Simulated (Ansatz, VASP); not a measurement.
## CuO: VASP beside Ansatz

POSCAR

```
CuO
1.0
    3.2880244300      0.0000000000      0.0000000000
   -1.6440122100      2.8475126800      0.0000000000
    0.0000000000      0.0000000000      5.3850248600
Cu O
2 2
Direct
    0.6666666667      0.3333333333      0.0000000000
    0.3333333333      0.6666666667      0.5000000000
    0.6666666667      0.3333333333      0.6252000000
    0.3333333333      0.6666666667      0.1252000000
```

File INCAR.step1:

```
SYSTEM = CuO
PREC     = Accurate       ! precision mode
ENCUT    = 520            ! plane-wave cutoff, eV
EDIFF    = 1E-5           ! SCF threshold, eV
ISMEAR   = -1             ! smearing method
SIGMA    = 0.05           ! smearing width, eV
LREAL    = .FALSE.        ! projectors in reciprocal space
LASPH    = .TRUE.         ! aspherical terms in the spheres
NELM     = 60             ! most SCF steps
ALGO     = Normal         ! electronic algorithm
ISIF     = 2              ! what is computed and relaxed
LWAVE    = .TRUE.         ! write WAVECAR
NBANDS   = 25             ! bands
GGA      = PE             ! functional
LUSENCCL = .FALSE.
```

The input INCAR.step2:

```
SYSTEM = CuO
PREC     = Accurate       ! precision mode
ENCUT    = 520            ! plane-wave cutoff, eV
EDIFF    = 1E-6           ! SCF threshold, eV
ISMEAR   = -1             ! smearing method
SIGMA    = 0.05           ! smearing width, eV
LREAL    = .FALSE.        ! projectors in reciprocal space
LASPH    = .TRUE.         ! aspherical terms in the spheres
NELM     = 60             ! most SCF steps
ALGO     = Normal         ! electronic algorithm
ISIF     = 2              ! what is computed and relaxed
LWAVE    = .FALSE.        ! write WAVECAR
LCHARG   = .TRUE.         ! write CHGCAR
GGA      = PE             ! functional
LHFCALC  = .TRUE.         ! exact exchange
AEXX     = 0.15           ! exact-exchange fraction
HFSCREEN = 0.2078699      ! screening, 1/A
PRECFOCK = Normal       
LELF     = .TRUE.         ! ELF
LVHAR    = .TRUE.       
NBANDS   = 25             ! bands
ISTART   = 1            
LUSENCCL = .FALSE.
```

KPOINTS

```
Automatic mesh
0
G
  5 5 3
  0 0 0
```

input.yaml

```yaml
crystal:
  lattice:
    - [3.28802443, 0.0, 0.0]
    - [-1.64401221, 2.84751268, 0.0]
    - [0.0, 0.0, 5.38502486]
  atoms:
    - { symbol: Cu, position: [0.6666666667, 0.3333333333, 0.0] }
    - { symbol: Cu, position: [0.3333333333, 0.6666666667, 0.5] }
    - { symbol: O, position: [0.6666666667, 0.3333333333, 0.6252] }
    - { symbol: O, position: [0.3333333333, 0.6666666667, 0.1252] }
hamiltonian:
  xc:
    exchange: pbe
    correlation: pbe
    exx: { coeff: 0.15, omega: 0.2078699 }
  pseudopotentials: { kind: paw }
kpoints:
  mp_grid: { grid: [5, 5, 3] }
scf:
  occupations: { method: fermi_dirac, width: 0.05 }
output:
  forces: true
  stress: true
  eigenvalues: true
  write_density: true
  write_potential: true
  elf: true
  volumetric_format: npy
```

Alike in both runs: task single point; functional PBE-based screened hybrid; k mesh 5 × 5 × 3; occupations fermi-dirac, width 0.05 eV; no spin polarisation.

```csv
,VASP,Ansatz
version,VASP 6.6.1,Ansatz 0.2.0
potentials or method,"VASP PAW PBE potentials, release 64 (Cu, O)",Ansatz PAW
plane-wave cutoff (eV),520,420
valence electrons in the cell,34,50
```

```csv
,VASP,Ansatz,Ansatz less VASP
gap on the k mesh at the Fermi level (eV),none,none,-
pressure (GPa),-10.8,-11.3,-0.53
"traceless stress, the component that is largest in VASP (GPa)",1.18,1.19,+0.012
rms of the force components (eV/Å),0.020,0.019,-0.0006
```

VASP's potentials were made for PBE, not for PBE-based screened hybrid. Atom by atom the forces differ by 0.001 eV/Å (rms over components). A gap of «none» marks a metal or a gap that the smearing closes. VASP's potentials hold 34 valence electrons a cell and Ansatz's 50, so a difference there can come from the potentials and not from the codes.

The k mesh is coarse, so the values compare programs but aren't converged.
